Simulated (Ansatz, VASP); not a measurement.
## AlN in VASP and in Ansatz

```
Al N
1.0
     0.00000    2.03946    2.03946
     2.03946    0.00000    2.03946
     2.03946    2.03946    0.00000
Al N
1 1
Direct
  0.00000 0.00000 0.00000
  0.50000 0.50000 0.50000
```

Alike in both runs: task single point; functional r2SCAN; dispersion D4; k mesh 10 × 10 × 10; occupations gaussian, width 0.05 eV; no spin polarisation.

|  | VASP | Ansatz |
| --- | --- | --- |
| version | VASP 6.6.1 | Ansatz 0.2.0 |
| potentials or method | VASP PAW PBE potentials, release 64 (Al, N), cutoff 520 eV | scalar-relativistic, plane waves, PAW |
| valence electrons in the cell | 8 | 8 |

|  | VASP | Ansatz | Ansatz less VASP |
| --- | --- | --- | --- |
| gap on the k mesh at the Fermi level (eV) | 5.22 | 5.22 | -0.004 |
| least direct gap on the mesh (eV) | 6.13 | 6.08 | -0.046 |
| pressure (GPa) | -11.0 | -10.2 | +0.79 |

VASP's potentials were made for PBE, not for r2SCAN.
